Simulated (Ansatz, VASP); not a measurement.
**Ta: VASP beside Ansatz**

File POSCAR:

```
Ta
1.0
   -1.6533592789      1.6533592789      1.6533592789
    1.6533592789     -1.6533592789      1.6533592789
    1.6533592789      1.6533592789     -1.6533592789
Ta
1
Direct
    0.0000000000      0.0000000000      0.0000000000
```

The input INCAR.step1:

```
ALGO = Normal ; EDIFF = 1E-4
ENCUT = 520 ; GGA = PE
ISMEAR = -1 ; LASPH = T
LCHARG = F ; LREAL = F
LWAVE = T ; NBANDS = 12
NELM = 60 ; PREC = Accurate
SIGMA = 0.1
```

INCAR.step2

```
ALGO = Normal ; EDIFF = 1E-7
ENCUT = 520 ; ISIF = 2
ISMEAR = -1 ; ISTART = 1
LASPH = T ; LCHARG = F
LMIXTAU = T ; LREAL = F
LWAVE = F ; METAGGA = R2SCAN
NBANDS = 12 ; NELM = 60
PREC = Accurate ; SIGMA = 0.1
```

The input KPOINTS:

```
k-points
0
Gamma
  2 2 2
```

Input for Ansatz:

```yaml
crystal:
  lattice:
    - [-1.6533592789, 1.6533592789, 1.6533592789]
    - [1.6533592789, -1.6533592789, 1.6533592789]
    - [1.6533592789, 1.6533592789, -1.6533592789]
  atoms:
    - { symbol: Ta, position: [0.0, 0.0, 0.0] }
hamiltonian:
  xc: r2scan
  pseudopotentials:
    kind: paw
    azcp:
      Ta: "pseudopotentials/Ta.paw.azcp"
basis:
  ecutwfc: 500
  fft_grid_basis: typed
kpoints:
  mp_grid: { grid: [2, 2, 2], shift: [0, 0, 0] }
magnetization:
  spin_polarized: false
scf:
  occupations: { method: fermi_dirac, width: 0.1 }
  lower_state_search: "off"
output:
  stress: true
```

Alike in both runs: task single point; functional r2SCAN; k mesh 2 × 2 × 2; occupations fermi-dirac, width 0.1 eV; no spin polarisation.

|  | VASP | Ansatz |
| --- | --- | --- |
| version | VASP 6.6.1 | Ansatz 0.2.0 |
| potentials or method | VASP PAW PBE potentials, release 64 (Ta_pv), cutoff 520 eV | plane waves (500 eV) with PAW, scalar-relativistic |
| valence electrons in the cell | 11 | 13 |

Ansatz gave:

```
pressure (GPa) : -27.9
```

**Question.** Which values does VASP return?

**Answer.** Pressure (GPa): -27.4.

VASP's potentials were made for PBE, not for r2SCAN. With one functional, cell and mesh, what is left measures potentials, basis and numerics. VASP's potentials hold 11 valence electrons a cell and Ansatz's 13, so a difference there can come from the potentials and not from the codes.

The k mesh is coarse, so the values compare programs but aren't converged. Neither program's run includes spin-orbit coupling.
